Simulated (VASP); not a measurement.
Runs of VASP 6.6.1 on ZrO2 (Cubic zirconia). The structure is that of space group Fm-3m (No. 225), or close to it. The cells are those of the table. 

```csv
cell,gap on the mesh (eV),pressure (GPa)
"a = 3.658 Å, angles 60.0°, 3 atoms",3.22,(c)
"a = 3.475 Å, angles 60.0°, 3 atoms",(a),37.0
"a = 3.599 Å, angles 60.0°, 3 atoms",(b),3.9
"a = 3.715 Å, angles 60.0°, 3 atoms",3.08,-15.9
"a = 3.538 Å, angles 60.0°, 3 atoms",3.49,18.3
```

Alike in all rows: task single point; level PBE; potentials or basis VASP PAW PBE potentials, release 64 (Zr_sv, O); no spin polarisation; k mesh 4 × 4 × 4; cutoff (eV) 600; smearing gaussian 0.01 eV.

Estimate the missing entries.

(a) 3.63; (b) 3.35; (c) -7.3.

Caveats: all runs use coarse meshes.

A k mesh can miss the band edges, and the runs leave out spin-orbit coupling on Zr.
